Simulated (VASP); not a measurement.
Input of a VASP 6.6.1 run:

The input INCAR:

```
SYSTEM = CdPC2O6
PREC = Accurate
ENCUT = 520
EDIFF = 1E-6
ISMEAR = -5
SIGMA = 0.1
LREAL = .FALSE.
LASPH = .TRUE.
NELM = 80
ALGO = Normal
ISIF = 2
LWAVE = .FALSE.
LCHARG = .FALSE.
GGA = PE
NBANDS = 42
```

File KPOINTS:

```
regular mesh
0
G
  5 5 5
  0 0 0
```

The input POSCAR:

```
CdPC2O6
1.0
    2.3943720000      4.1471700000      0.0000000000
   -2.3943720000      4.1471700000      0.0000000000
    0.0000000000     -2.7647800000      5.2264870000
Cd P C O
1 1 2 6
Direct
    0.0000000000      0.0000000000      0.0000000000
    0.5000000000      0.5000000000      0.5000000000
    0.2435000000      0.2435000000      0.7305000000
    0.7565000000      0.7565000000      0.2695000000
    0.7618000000      0.7662000000      0.8367000000
    0.3087000000      0.7618000000      0.8367000000
    0.7662000000      0.3087000000      0.8367000000
    0.2382000000      0.2338000000      0.1633000000
    0.6913000000      0.2382000000      0.1633000000
    0.2338000000      0.6913000000      0.1633000000
```

Potentials or basis: VASP PAW PBE potentials, release 64 (Cd, P, C, O).

Run with:

```console
$ cat potpaw_PBE.64/Cd/POTCAR potpaw_PBE.64/P/POTCAR potpaw_PBE.64/C/POTCAR potpaw_PBE.64/O/POTCAR > POTCAR
$ mpirun -np 1 vasp_std > vasp.out
```

(1) Predict the band gap on the k mesh.

(2) What does it give for the largest force?

(3) Predict the pressure.

## Answers

(1) zero (an odd number of electrons rules out a gap without spin polarisation).

(2) 10.606 eV/Å.

(3) 53.0 GPa.

Caveat: the stress differs along the axes, from 23 to 68 GPa; an odd number of electrons without spin polarisation forces a metal; a magnetic or distorted state may lie lower; tetrahedron occupations give inexact forces and stress in metals.
